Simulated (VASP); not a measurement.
Runs of VASP 6.6.1 on Te. The structure is that of space group Fd-3m (No. 227), or close to it. The cells are those of the table. This isn't the form of Te at room conditions, which is trigonal, of chains.

```csv
cell,gap on the mesh (eV),pressure (GPa)
"a = 4.637 Å, angles 60.0°, 2 atoms",none,13.1
"a = 4.086 Å, angles 60.0°, 2 atoms",none,70.5
"a = 4.794 Å, angles 60.0°, 2 atoms",none,(a)
"a = 4.468 Å, angles 60.0°, 2 atoms",none,23.3
```

Alike in all rows: task single point; level PBE; potentials or basis VASP PAW PBE potentials, release 64 (Te); no spin polarisation; k mesh 10 × 10 × 10; cutoff (eV) 520; smearing fermi-dirac 0.1 eV.

Estimate the missing entries.

(a) 6.8.

Caveats: the cell stands under pressure; spin-orbit coupling is left out, which moves the levels of the heavy elements.

A k mesh can miss the band edges, and the runs leave out spin-orbit coupling on Te.

A gap of «none» marks levels without a gap at the run's occupations.
